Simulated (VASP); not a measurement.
CdS, 4 atoms in the cell. It takes space group P6_3mc (No. 186, hexagonal). The conventional cell has a = 4.166 Å, b = 4.166 Å, c = 6.644 Å, α = 90.00°, β = 90.00°, γ = 120.00°. Within 3.3 Å of Cd (site symmetry 3m) lie 4 S at 2.53 Å. Within 3.3 Å of S (site symmetry 3m) lie 4 Cd at 2.53 Å.  This cell differs from its parent crystal: strained cell.

* Program: VASP 6.6.1
* Task: relaxation of the atoms
* Functional: PBEsol
* Potentials or basis: VASP PAW PBE potentials, release 64 (Cd, S)
* Cutoff: 520 eV
* k mesh: 6 × 6 × 4
* Occupations: gaussian, width 0.02 eV
* Spin: no spin polarisation
* Dipole correction: no
* Further INCAR settings: ALGO = Normal; EDIFF = 1e-06; IBRION = 2; EDIFFG = -0.002; NSW = 60

Potentials or basis: VASP PAW PBE potentials, release 64 (Cd, S).

Command:

```sh
$ cat potpaw_PBE.64/Cd/POTCAR potpaw_PBE.64/S/POTCAR > POTCAR
$ mpirun -np 1 vasp_std > vasp.out
```

Hardware: 1 thread of Intel(R) Xeon(R) 6975P-C (Granite Rapids), on a shared host.

Q: How long does it take, and how much memory?

A: It took 27 s on 1 thread of Intel(R) Xeon(R) 6975P-C (Granite Rapids), on a shared host, peak memory 0.23 GiB. Counts: scf iterations 19, k points 21, ion steps 3.
